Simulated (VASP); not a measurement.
# Mg (P6_3/mmc) in VASP: a series of runs

Mg is run at these levels: PBE; tasks: single point.

Program: VASP 6.6.1. These are calculated values, not measurements. Logs are shortened: lines on timing, memory, paths and dates and some standing lists are left out, and cuts for length are marked.

## (1) The cell of the first run

The structure is hexagonal, space group P6_3/mmc (No. 194). The conventional cell has a = 3.112 Å, b = 3.112 Å, c = 10.108 Å, α = 90.00°, β = 90.00°, γ = 120.00°. Within 4.1 Å of Mg (site symmetry -6m2) lie 12 Mg at 3.10 to 3.11 Å. Mg (site symmetry -3m) has 12 Mg at 3.10 to 3.11 Å within 4.1 Å.

## (2) Single point, PBE

Input file INCAR:

```
PREC = Accurate
ENCUT = 520
EDIFF = 1E-7
ISMEAR = -1
SIGMA = 0.05
LREAL = F
LASPH = T
NELM = 100
ALGO = Normal
ISIF = 2
LWAVE = F
LCHARG = F
GGA = PE
NBANDS = 12
```

Input file KPOINTS:

```
regular mesh
0
Gamma
  10 10 3
```

Input file POSCAR:

```
Mg
1.0
    3.1119747816      0.0000000000      0.0000000000
   -1.5559873908      2.6950492168      0.0000000000
    0.0000000000      0.0000000000     10.1082138827
Mg
4
Direct
    0.6666666667      0.3333333333      0.7500000000
    0.0000000000      0.0000000000      0.5000000000
    0.3333333333      0.6666666667      0.2500000000
    0.0000000000      0.0000000000      0.0000000000
```

Potentials or basis: VASP PAW PBE potentials, release 64 (Mg).

Launch:

```console
> cat potpaw_PBE.64/Mg/POTCAR > POTCAR
> mpirun -np 1 vasp_std > vasp.out
```

OUTCAR:

```text
PREC = Accurate
   ENCUT = 520
   EDIFF = 1E-7
   ISMEAR = -1
   LREAL = F
   LASPH = T
   NELM = 100
   ISIF = 2
   GGA = PE

 ion  position               nearest neighbor table
   1  0.667  0.333  0.750-   2 3.10   4 3.10   2 3.10   4 3.10   2 3.10   4 3.10
   2  0.000  0.000  0.500-   1 3.10   3 3.10   3 3.10   1 3.10   1 3.10   3 3.10
   3  0.333  0.667  0.250-   2 3.10   4 3.10   2 3.10   4 3.10   2 3.10   4 3.10
   4  0.000  0.000  0.000-   1 3.10   3 3.10   3 3.10   1 3.10   1 3.10   3 3.10

  LATTYP: Found a hexagonal cell.
 ALAT       =     3.1119747816
 C/A-ratio  =     3.2481670297

  Lattice vectors:

 A1 = (   3.1119747816,   0.0000000000,   0.0000000000)
 A2 = (  -1.5559873908,   2.6950492168,   0.0000000000)
 A3 = (   0.0000000000,   0.0000000000,  10.1082138827)

Analysis of symmetry for initial positions (statically):
=====================================================================
 Subroutine PRICEL returns:
 Original cell was already a primitive cell.

 Routine SETGRP: Setting up the symmetry group for a
 hexagonal supercell.

 Subroutine GETGRP returns: Found 24 space group operations
 (whereof 12 operations were pure point group operations)
 out of a pool of 24 trial point group operations.

The static configuration has the point symmetry D_3d.
 The point group associated with its full space group is D_6h.

Analysis of symmetry for dynamics (positions and initial velocities):
=====================================================================
 Subroutine PRICEL returns:
 Original cell was already a primitive cell.

 Routine SETGRP: Setting up the symmetry group for a
 hexagonal supercell.

 Subroutine GETGRP returns: Found 24 space group operations
 (whereof 12 operations were pure point group operations)
 out of a pool of 24 trial point group operations.

The dynamic configuration has the point symmetry D_3d.
 The point group associated with its full space group is D_6h.

 Subroutine INISYM returns: Found 24 space group operations
 (whereof 12 operations are pure point group operations),
 and found     1 'primitive' translations

----------------------------------------------------------------------------------------

                                     Primitive cell

  volume of cell :      84.7768

  direct lattice vectors                    reciprocal lattice vectors
     3.111974782  0.000000000  0.000000000     0.321339365  0.185525369  0.000000000
    -1.555987391  2.695049217  0.000000000     0.000000000  0.371050738  0.000000000
     0.000000000  0.000000000 10.108213883     0.000000000  0.000000000  0.098929446

  length of vectors
     3.111974782  3.111974782 10.108213883     0.371050738  0.371050738  0.098929446

  position of ions in fractional coordinates (direct lattice)
     0.666666667  0.333333333  0.750000000
     0.000000000  0.000000000  0.500000000
     0.333333333  0.666666667  0.250000000
     0.000000000  0.000000000  0.000000000

  ion indices of the primitive-cell ions
   primitive index   ion index
                 1           1
                 2           2
                 3           3
                 4           4

----------------------------------------------------------------------------------------

 KPOINTS: regular mesh

Automatic generation of k-mesh.
 Grid dimensions read from file:
 generate k-points for:   10   10    3

 Generating k-lattice:

  Cartesian coordinates                     Fractional coordinates (reciprocal lattice)
     0.032133936  0.018552537  0.000000000     0.100000000  0.000000000  0.000000000
     0.000000000  0.037105074  0.000000000     0.000000000  0.100000000  0.000000000
     0.000000000  0.000000000  0.032976482     0.000000000  0.000000000  0.333333333

  Length of vectors
     0.037105074  0.037105074  0.032976482

  Shift w.r.t. Gamma in fractional coordinates (k-lattice)
     0.000000000  0.000000000  0.000000000

 Subroutine IBZKPT returns following result:
 ===========================================

 Found     28 irreducible k-points:

 Following reciprocal coordinates:
            Coordinates               Weight
  0.000000  0.000000  0.000000      1.000000
  0.100000 -0.000000  0.000000      6.000000
  0.200000 -0.000000  0.000000      6.000000
  0.300000 -0.000000  0.000000      6.000000
  0.400000 -0.000000  0.000000      6.000000
  0.500000 -0.000000  0.000000      3.000000
[... 16 lines left out ...]
  0.300000  0.100000  0.333333     24.000000
  0.400000  0.100000  0.333333     24.000000
 [... further k-points ...]
   k-points           NKPTS =     28   k-points in BZ     NKDIM =     28   number of bands    NBANDS=     12
   number of dos      NEDOS =    301   number of ions     NIONS =      4
   total plane-waves  NPLWV =  46080
   dimension x,y,z NGX =    24 NGY =   24 NGZ =   80
   dimension x,y,z NGXF=    48 NGYF=   48 NGZF=  160
   ions per type =               4
   NGX,Y,Z   is equivalent  to a cutoff of  12.82, 12.82, 13.16 a.u.
   NGXF,Y,Z  is equivalent  to a cutoff of  25.64, 25.64, 26.31 a.u.
 SYSTEM =  unknown system
   PREC   = accura    normal or accurate (medium, high low for compatibility)
   ISTART =      0    job   : 0-new  1-cont  2-samecut
   ICHARG =      2    charge: 1-file 2-atom 10-const
   ISPIN  =      1    spin polarized calculation?
   LNONCOLLINEAR =      F non collinear calculations
   LSORBIT =      F    spin-orbit coupling
   LASPH  =      T    aspherical Exc in radial PAW
   ENCUT  =  520.0 eV  38.22 Ry    6.18 a.u.   5.79  5.79 18.79*2*pi/ulx,y,z
   NELM   =    100;   NELMIN=  2; NELMDL= -5     # of ELM steps
   EDIFF  = 0.1E-06   stopping-criterion for ELM
   LREAL  =      F    real-space projection
   EDIFFG = 0.1E-05   stopping-criterion for IOM
   NSW    =      0    number of steps for IOM
   IBRION =     -1    ionic relax: 0-MD 1-quasi-New 2-CG
   NFREE  =      0    steps in history (QN), initial steepest desc. (CG)
   ISIF   =      2    stress and relaxation
   ISYM   =      2    0-nonsym 1-usesym 2-fastsym
   POTIM  = 0.5000    time-step for ionic-motion
   TEBEG  =    0.0;   TEEND  =   0.0 temperature during run
   PSTRESS=    0.0 pullay stress
   NELECT =       8.0000    total number of electrons
   NUPDOWN=      -1.0000    fix difference up-down
   EMIN   =  10.00;   EMAX   =-10.00  energy-range for DOS
   EFERMI =   0.00;   METHOD = LEGACY
   ISMEAR =    -1;   SIGMA  =   0.05  broadening in eV -4-tet -1-fermi 0-gaus
   EFERMI_NEDOS =   21; number of points for ismear=-14 and -15
   IALGO  =     38    algorithm
   IMIX   =      4    mixing-type and parameters
     AMIX     =   0.40;   BMIX     =  1.00
     AMIX_MAG =   1.60;   BMIX_MAG =  1.00
  volume/ion in A,a.u.               =      21.19       143.03
  Fermi-wavevector in a.u.,A,eV,Ry     =   0.745325  1.408460  7.558166  0.555510
  Thomas-Fermi vector in A             =   1.840885
   LORBIT       =      0    0 simple, 1 ext, 2 COOP (PROOUT), +10 PAW based schemes
   GGA     = PE    functional components
   LHFCALC =     F    Hartree Fock is set to
   AEXX    =    0.0000 exact exchange contribution
   IVDW    =     0    specifies the selected vdW correction
   LEPSILON=     F    determine dielectric tensor
   LRPA    =     F    only Hartree local field effects (RPA)
 non-spin polarized calculation
  energy-cutoff  :      520.00
  volume of cell :       84.78
 maximum number of plane-waves:      2306
 NGX is ok and might be reduce to    24
   NGX = 11   NGY = 11   NGZ = 37

 number of electron       8.0000000 magnetization

 Free energy of the ion-electron system (eV)
  ---------------------------------------------------
  ext. energy  EPLUGINS =         0.00000000
  ---------------------------------------------------
  free energy    TOTEN  =        -5.93422020 eV

  energy without entropy =       -5.91427195  energy(sigma->0) =       -5.92424608

 E-fermi :   3.1700     XC(G=0):  -8.7418

 val. band max:        3.1676137140   @ k =   0.4000   0.2000   0.0000
 cond. band min:       3.2184922314   @ k =   0.3000   0.3000   0.3333
 fundamental gap:      0.0508785174
 Fermi energy:         3.1700235088

 k-point     1 :       0.0000    0.0000    0.0000
  band No.  band energies     occupation
      1      -4.2191      2.00000
      2      -2.7549      2.00000
      3      -2.7514      2.00000
      4       1.2446      2.00000
      5       1.8233      2.00000
      6       8.3257      0.00000
      7       8.3357      0.00000
      8      14.5152      0.00000
      9      14.5152      0.00000
     10      14.6615      0.00000
     11      14.6615      0.00000
     12      15.2686      0.00000

 k-point     2 :       0.1000   -0.0000    0.0000
  band No.  band energies     occupation
      1      -4.0114      2.00000
      2      -2.5506      2.00000
      3      -2.5472      2.00000
      4       1.4325      2.00000
      5       2.0234      2.00000
      6       8.4703      0.00000
      7       8.4939      0.00000
      8      11.7105      0.00000
      9      12.7594      0.00000
     10      12.8430      0.00000
     11      13.0886      0.00000
     12      14.0448      0.00000

 k-point     3 :       0.2000   -0.0000    0.0000
  band No.  band energies     occupation
      1      -3.3913      2.00000
      2      -1.9406      2.00000
      3      -1.9374      2.00000
      4       1.9969      2.00000
      5       2.6097      1.99997
      6       8.2236      0.00000
      7       8.7773      0.00000
      8       9.2747      0.00000
      9       9.8275      0.00000
     10      10.0392      0.00000
     11      11.8995      0.00000
     12      12.3785      0.00000
[... 286 lines left out ...]
 k-point    23 :       0.3000    0.1000    0.3333
  band No.  band energies     occupation
      1      -1.3979      2.00000
      2      -0.9226      2.00000
      3       0.9440      2.00000
      4       2.2921      2.00000
      5       4.4627      0.00000
      6       4.9218      0.00000
      7       6.1836      0.00000
      8       6.7534      0.00000
      9       7.7899      0.00000
     10       8.0433      0.00000
     11       9.0092      0.00000
     12       9.4485      0.00000

 k-point    24 :       0.4000    0.1000    0.3333
  band No.  band energies     occupation
      1       0.1935      2.00000
      2       0.6538      2.00000
      3       2.0928      2.00000
      4       2.2698      2.00000
      5       2.9345      1.98215
      6       3.8849      0.00000
      7       4.5857      0.00000
      8       5.8138      0.00000
      9       7.2711      0.00000
     10       8.0327      0.00000
     11       8.7659      0.00000
     12       9.5810      0.00000

 [... further k-points ...]
[... 5 lines left out ...]
  --------------------------------------------------------------------------------------
  -------------------------------------------------------------------------------------
  Total        1.7241758      1.7241758      2.0638742     -0.0000000     -0.0000000      0.0000000
  in kB       32.5847908     32.5847908     39.0046704     -0.0000000     -0.0000000      0.0000000
  external PRESSURE =      34.7247506 kB  Pullay stress =       0.0000000 kB

 VOLUME and BASIS-vectors are now :
 -----------------------------------------------------------------------------
  energy-cutoff  :      520.00
  volume of cell :       84.78
      direct lattice vectors                 reciprocal lattice vectors
     3.111974782  0.000000000  0.000000000     0.321339365  0.185525369  0.000000000
    -1.555987391  2.695049217  0.000000000     0.000000000  0.371050738  0.000000000
     0.000000000  0.000000000 10.108213883     0.000000000  0.000000000  0.098929446

 POSITION                                       TOTAL-FORCE (eV/Angst)
 -----------------------------------------------------------------------------------
      1.55599      0.89835      7.58116        -0.000000      0.000000      0.000000
      0.00000      0.00000      5.05411         0.000000      0.000000     -0.000000
     -0.00000      1.79670      2.52705         0.000000     -0.000000      0.000000
      0.00000      0.00000      0.00000         0.000000      0.000000     -0.000000
 -----------------------------------------------------------------------------------
    total drift:                                0.000000     -0.000000      0.000000

  FREE ENERGIE OF THE ION-ELECTRON SYSTEM (eV)
  ---------------------------------------------------
  free  energy   TOTEN  =        -5.9342202011 eV

  energy  without entropy=       -5.9142719491  energy(sigma->0) =       -5.92424608
```

Wall time 30 s (1 thread of Intel Xeon Platinum 8488C (Sapphire Rapids), shared host); peak memory 0.2 GiB.

Results:

```yaml
Free_energy: -5.9342 eV
Pressure: 3.5 GPa
Band_gap_on_the_k_mesh: zero (band 4 reaches 3.69 eV, above the bottom of band 5 at 1.82 eV)
```

Levels at points of the mesh, in eV from the Fermi level:
```csv
k point,band 1,band 2,band 3,band 4,band 5,band 6,band 7,band 8,band 9
"(0.00, 0.00, 0.00)",-7.39,-5.92,-5.92,-1.93,-1.35,5.16,5.17,11.35,11.35
"(0.50, 0.00, 0.00)",-2.37,-2.33,-1.28,-1.22,-0.62,-0.56,2.75,2.88,3.53
```

(Continued in part 2 of 2.)
